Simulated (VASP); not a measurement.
# HfC (Imm2) in VASP: settings compared

HfC is run at these levels: PBE, r2SCAN; tasks: single point.

All numbers are computed with VASP 6.6.1; they aren't measurements. Logs are shortened: lines on timing, memory, paths and dates and some standing lists are left out, and cuts for length are marked.

## (1) The cell of the first run

Symmetry: Imm2, No. 44, orthorhombic system. The conventional cell has a = 2.793 Å, b = 4.994 Å, c = 3.695 Å, α = 90.00°, β = 90.00°, γ = 90.00°. Within 2.4 Å of Hf (site symmetry mm2) lie 2 C at 1.80 Å. C (site symmetry mm2) has 2 Hf at 1.80 Å within 2.4 Å.

## (2) Single point, PBE

The input, INCAR:

```
  PREC = Accurate
  ENCUT = 520
  EDIFF = 1E-7
  ISMEAR = 0
  SIGMA = 0.020999999999999998
  LREAL = F
  LASPH = T
  NELM = 80
  ALGO = Normal
  ISIF = 2
  LWAVE = F
  LCHARG = F
  GGA = PE
  NBANDS = 14
```

The input, KPOINTS:

```
Automatic mesh
0
Gamma
  12 12 12
```

The input, POSCAR:

```
HfC
1.0
   -1.3966732300      2.4971805100      1.8473367300
    1.3966732300     -2.4971805100      1.8473367300
    1.3966732300      2.4971805100     -1.8473367300
Hf C
1 1
Direct
    0.9847118300      0.9847118300      0.0000000000
    0.6794548300      0.1794548300      0.5000000000
```

Potentials or basis: VASP PAW PBE potentials, release 64 (Hf_pv, C).

The run is started by

```bash
$ cat potpaw_PBE.64/Hf_pv/POTCAR potpaw_PBE.64/C/POTCAR > POTCAR
$ mpirun -np 1 vasp_std > vasp.out
```

OUTCAR:

```text
PREC = Accurate
   ENCUT = 520
   EDIFF = 1E-7
   ISMEAR = 0
   LREAL = F
   LASPH = T
   NELM = 80
   ISIF = 2
   GGA = PE

 ion  position               nearest neighbor table
   1  0.985  0.985  0.000-   2 1.80   2 1.80   2 2.60   2 2.60   2 2.92   2 2.92
   2  0.679  0.179  0.500-   1 1.80   1 1.80   1 2.60   1 2.60   1 2.92   1 2.92

  LATTYP: Found a body centered orthorhombic cell.
 ALAT       =     2.7933464600
 B/A-ratio  =     1.3226692474
 C/A-ratio  =     1.7879490036

  Lattice vectors:

 A1 = (   1.3966732300,  -2.4971805100,  -1.8473367300)
 A2 = (  -1.3966732300,  -2.4971805100,   1.8473367300)
 A3 = (  -1.3966732300,   2.4971805100,  -1.8473367300)

Analysis of symmetry for initial positions (statically):
=====================================================================
 Subroutine PRICEL returns:
 Original cell was already a primitive cell.

 Routine SETGRP: Setting up the symmetry group for a
 body centered orthorhombic supercell.

 Subroutine GETGRP returns: Found  4 space group operations
 (whereof  4 operations were pure point group operations)
 out of a pool of  8 trial point group operations.

The static configuration has the point symmetry C_2v.

Analysis of symmetry for dynamics (positions and initial velocities):
=====================================================================
 Subroutine PRICEL returns:
 Original cell was already a primitive cell.

 Routine SETGRP: Setting up the symmetry group for a
 body centered orthorhombic supercell.

 Subroutine GETGRP returns: Found  4 space group operations
 (whereof  4 operations were pure point group operations)
 out of a pool of  8 trial point group operations.

The dynamic configuration has the point symmetry C_2v.

 Subroutine INISYM returns: Found  4 space group operations
 (whereof  4 operations are pure point group operations),
 and found     1 'primitive' translations

----------------------------------------------------------------------------------------

                                     Primitive cell

  volume of cell :      25.7722

  direct lattice vectors                    reciprocal lattice vectors
    -1.396673230  2.497180510  1.847336730     0.000000000  0.200225814  0.270659914
     1.396673230 -2.497180510  1.847336730     0.357993544  0.000000000  0.270659914
     1.396673230  2.497180510 -1.847336730     0.357993544  0.200225814  0.000000000

  length of vectors
     3.405768578  3.405768578  3.405768578     0.336670708  0.448794125  0.410182587

  position of ions in fractional coordinates (direct lattice)
     0.984711830  0.984711830  0.000000000
     0.679454830  0.179454830  0.500000000

  ion indices of the primitive-cell ions
   primitive index   ion index
                 1           1
                 2           2

----------------------------------------------------------------------------------------

 KPOINTS: Automatic mesh

Automatic generation of k-mesh.
 Grid dimensions read from file:
 generate k-points for:   12   12   12

 Generating k-lattice:

  Cartesian coordinates                     Fractional coordinates (reciprocal lattice)
     0.000000000  0.016685484  0.022554993     0.083333333  0.000000000  0.000000000
     0.029832795  0.000000000  0.022554993     0.000000000  0.083333333  0.000000000
     0.029832795  0.016685484  0.000000000     0.000000000  0.000000000  0.083333333

  Length of vectors
     0.028055892  0.037399510  0.034181882

  Shift w.r.t. Gamma in fractional coordinates (k-lattice)
     0.000000000  0.000000000  0.000000000

 Subroutine IBZKPT returns following result:
 ===========================================

 Found    280 irreducible k-points:

 Following reciprocal coordinates:
            Coordinates               Weight
  0.000000  0.000000  0.000000      1.000000
  0.083333  0.000000  0.000000      4.000000
  0.166667  0.000000 -0.000000      4.000000
  0.250000  0.000000 -0.000000      4.000000
  0.333333  0.000000 -0.000000      4.000000
  0.416667  0.000000 -0.000000      4.000000
[... 16 lines left out ...]
  0.250000  0.166667 -0.000000      8.000000
  0.333333  0.166667 -0.000000      8.000000
 [... further k-points ...]
   k-points           NKPTS =    280   k-points in BZ     NKDIM =    280   number of bands    NBANDS=     14
   number of dos      NEDOS =    301   number of ions     NIONS =      2
   total plane-waves  NPLWV =  21952
   dimension x,y,z NGX =    28 NGY =   28 NGZ =   28
   dimension x,y,z NGXF=    56 NGYF=   56 NGZF=   56
   ions per type =               1   1
   NGX,Y,Z   is equivalent  to a cutoff of  13.67, 13.67, 13.67 a.u.
   NGXF,Y,Z  is equivalent  to a cutoff of  27.34, 27.34, 27.34 a.u.
 SYSTEM =  unknown system
   PREC   = accura    normal or accurate (medium, high low for compatibility)
   ISTART =      0    job   : 0-new  1-cont  2-samecut
   ICHARG =      2    charge: 1-file 2-atom 10-const
   ISPIN  =      1    spin polarized calculation?
   LNONCOLLINEAR =      F non collinear calculations
   LSORBIT =      F    spin-orbit coupling
   LASPH  =      T    aspherical Exc in radial PAW
   ENCUT  =  520.0 eV  38.22 Ry    6.18 a.u.   6.33  6.33  6.33*2*pi/ulx,y,z
   NELM   =     80;   NELMIN=  2; NELMDL= -5     # of ELM steps
   EDIFF  = 0.1E-06   stopping-criterion for ELM
   LREAL  =      F    real-space projection
   EDIFFG = 0.1E-05   stopping-criterion for IOM
   NSW    =      0    number of steps for IOM
   IBRION =     -1    ionic relax: 0-MD 1-quasi-New 2-CG
   NFREE  =      0    steps in history (QN), initial steepest desc. (CG)
   ISIF   =      2    stress and relaxation
   ISYM   =      2    0-nonsym 1-usesym 2-fastsym
   POTIM  = 0.5000    time-step for ionic-motion
   TEBEG  =    0.0;   TEEND  =   0.0 temperature during run
   PSTRESS=    0.0 pullay stress
   NELECT =      14.0000    total number of electrons
   NUPDOWN=      -1.0000    fix difference up-down
   EMIN   =  10.00;   EMAX   =-10.00  energy-range for DOS
   EFERMI =   0.00;   METHOD = LEGACY
   ISMEAR =     0;   SIGMA  =   0.02  broadening in eV -4-tet -1-fermi 0-gaus
   EFERMI_NEDOS =   21; number of points for ismear=-14 and -15
   IALGO  =     38    algorithm
   IMIX   =      4    mixing-type and parameters
     AMIX     =   0.40;   BMIX     =  1.00
     AMIX_MAG =   1.60;   BMIX_MAG =  1.00
  volume/ion in A,a.u.               =      12.89        86.96
  Fermi-wavevector in a.u.,A,eV,Ry     =   1.335777  2.524252 24.276872  1.784300
  Thomas-Fermi vector in A             =   2.464455
   LORBIT       =      0    0 simple, 1 ext, 2 COOP (PROOUT), +10 PAW based schemes
   GGA     = PE    functional components
   LHFCALC =     F    Hartree Fock is set to
   AEXX    =    0.0000 exact exchange contribution
   IVDW    =     0    specifies the selected vdW correction
   LEPSILON=     F    determine dielectric tensor
   LRPA    =     F    only Hartree local field effects (RPA)
 non-spin polarized calculation
 Gauss-broadening in eV      SIGMA  =   0.02
  energy-cutoff  :      520.00
  volume of cell :       25.77
 maximum number of plane-waves:       719
 NGX is ok and might be reduce to    28
   NGX = 13   NGY = 13   NGZ = 13

 number of electron      14.0000001 magnetization

 Free energy of the ion-electron system (eV)
  ---------------------------------------------------
  ext. energy  EPLUGINS =         0.00000000
  ---------------------------------------------------
  free energy    TOTEN  =       -16.62068206 eV

  energy without entropy =      -16.62068206  energy(sigma->0) =      -16.62068206

 E-fermi :   5.9764     XC(G=0): -11.8680

 val. band max:        5.8887424045   @ k =   0.0833   0.4167   0.0833
 cond. band min:       6.2528194162   @ k =   0.1667  -0.4167   0.0833
 fundamental gap:      0.3640770118
 Fermi energy:         5.9763884041

 k-point     1 :       0.0000    0.0000    0.0000
  band No.  band energies     occupation
      1     -23.9668      2.00000
      2     -23.7460      2.00000
      3     -23.4196      2.00000
      4      -5.9934      2.00000
      5       1.6315      2.00000
      6       2.6904      2.00000
      7       4.5477      2.00000
      8       7.8375      0.00000
      9       9.7364      0.00000
     10      10.9283      0.00000
     11      12.2009      0.00000
     12      13.1706      0.00000
     13      15.4472      0.00000
     14      16.3708      0.00000

 k-point     2 :       0.0833    0.0000    0.0000
  band No.  band energies     occupation
      1     -23.9858      2.00000
      2     -23.7613      2.00000
      3     -23.4220      2.00000
      4      -5.8668      2.00000
      5       1.5461      2.00000
      6       2.6620      2.00000
      7       4.5077      2.00000
      8       7.7168      0.00000
      9       9.8134      0.00000
     10      10.9601      0.00000
     11      12.1005      0.00000
     12      13.6996      0.00000
     13      15.6899      0.00000
     14      16.5806      0.00000

 k-point     3 :       0.1667    0.0000   -0.0000
  band No.  band energies     occupation
      1     -24.0475      2.00000
      2     -23.7918      2.00000
      3     -23.4288      2.00000
      4      -5.5097      2.00000
      5       1.3050      2.00000
      6       2.5606      2.00000
      7       4.3981      2.00000
      8       7.5917      0.00000
      9      10.0481      0.00000
     10      10.6544      0.00000
     11      12.6115      0.00000
     12      14.5639      0.00000
     13      16.3020      0.00000
     14      17.1606      0.00000
[... 324 lines left out ...]
 k-point    23 :       0.2500    0.1667   -0.0000
  band No.  band energies     occupation
      1     -24.2302      2.00000
      2     -23.8945      2.00000
      3     -23.8205      2.00000
      4      -3.7159      2.00000
      5       0.9228      2.00000
      6       2.4556      2.00000
      7       3.7859      2.00000
      8       7.6314      0.00000
      9       9.8176      0.00000
     10      11.5752      0.00000
     11      13.3124      0.00000
     12      14.9085      0.00000
     13      17.9057      0.00000
     14      19.2850      0.00000

 k-point    24 :       0.3333    0.1667   -0.0000
  band No.  band energies     occupation
      1     -24.2792      2.00000
      2     -23.9142      2.00000
      3     -23.8225      2.00000
      4      -3.4028      2.00000
      5       0.6921      2.00000
      6       2.4405      2.00000
      7       3.6933      2.00000
      8       7.8469      0.00000
      9       9.8941      0.00000
     10      12.0487      0.00000
     11      13.0675      0.00000
     12      14.9112      0.00000
     13      18.0341      0.00000
     14      19.4191      0.00000

 [... further k-points ...]
[... 5 lines left out ...]
  --------------------------------------------------------------------------------------
  -------------------------------------------------------------------------------------
  Total       27.2490533     -3.8449596      9.4181541      0.0000000      0.0000000      0.0000000
  in kB     1693.9913910   -239.0295341    585.4982114      0.0000000      0.0000000      0.0000000
  external PRESSURE =     680.1533561 kB  Pullay stress =       0.0000000 kB

 VOLUME and BASIS-vectors are now :
 -----------------------------------------------------------------------------
  energy-cutoff  :      520.00
  volume of cell :       25.77
      direct lattice vectors                 reciprocal lattice vectors
    -1.396673230  2.497180510  1.847336730     0.000000000  0.200225814  0.270659914
     1.396673230 -2.497180510  1.847336730     0.357993544  0.000000000  0.270659914
     1.396673230  2.497180510 -1.847336730     0.357993544  0.200225814  0.000000000

 POSITION                                       TOTAL-FORCE (eV/Angst)
 -----------------------------------------------------------------------------------
      0.00000      0.00000      3.63819        -0.000000      0.000000     11.756090
      0.00000      2.49718      0.66303         0.000000     -0.000000    -11.756090
 -----------------------------------------------------------------------------------
    total drift:                                0.000000     -0.000000     -0.000164

  FREE ENERGIE OF THE ION-ELECTRON SYSTEM (eV)
  ---------------------------------------------------
  free  energy   TOTEN  =       -16.6206820597 eV

  energy  without entropy=      -16.6206820597  energy(sigma->0) =      -16.62068206
```

Wall time 3.3 min (1 thread of Intel Xeon 8259CL, shared host); peak memory 0.24 GiB.

Results:

```yaml
Free_energy: -16.6207 eV
Pressure: 68.0 GPa
Largest_force: 11.756 eV/Å
Band_gap_on_the_k_mesh: 0.36 eV (least direct gap 0.86 eV)
```

Forces on the atoms (eV/Å):
```
Hf    0.000   0.000  11.756
C     0.000   0.000 -11.756
```

Stress tensor (GPa, compression positive):
```
169.40   0.00   0.00
  0.00 -23.90   0.00
  0.00   0.00  58.55
```

Levels at points of the mesh, in eV from the valence-band top:
| k point | band 3 | band 4 | band 5 | band 6 | band 7 | band 8 | band 9 | band 10 | band 11 | band 12 |
| --- | --- | --- | --- | --- | --- | --- | --- | --- | --- | --- |
| (0.00, 0.00, 0.00) | -29.31 | -11.88 | -4.26 | -3.20 | -1.34 | 1.95 | 3.85 | 5.04 | 6.31 | 7.28 |
| (0.50, 0.00, 0.00) | -29.35 | -9.62 | -5.81 | -3.99 | -1.93 | 3.04 | 4.47 | 5.56 | 6.76 | 9.86 |
| (0.00, 0.50, 0.00) | -29.68 | -9.65 | -4.09 | -1.65 | -0.09 | 2.05 | 4.11 | 5.25 | 5.73 | 6.20 |
| (0.50, 0.50, 0.00) | -29.67 | -8.35 | -5.71 | -2.58 | -2.43 | 3.27 | 4.75 | 5.02 | 6.50 | 7.65 |
| (0.50, 0.50, 0.50) | -29.40 | -10.08 | -5.19 | -3.34 | -0.86 | 3.15 | 5.66 | 6.75 | 6.90 | 7.74 |

Caveat: the cell stands under pressure; spin-orbit coupling is left out, which moves the levels of the heavy elements; forces of over 1 eV/Å act on the atoms, so gaps and moduli don't describe the material at rest.

[end of part 1 of 2]
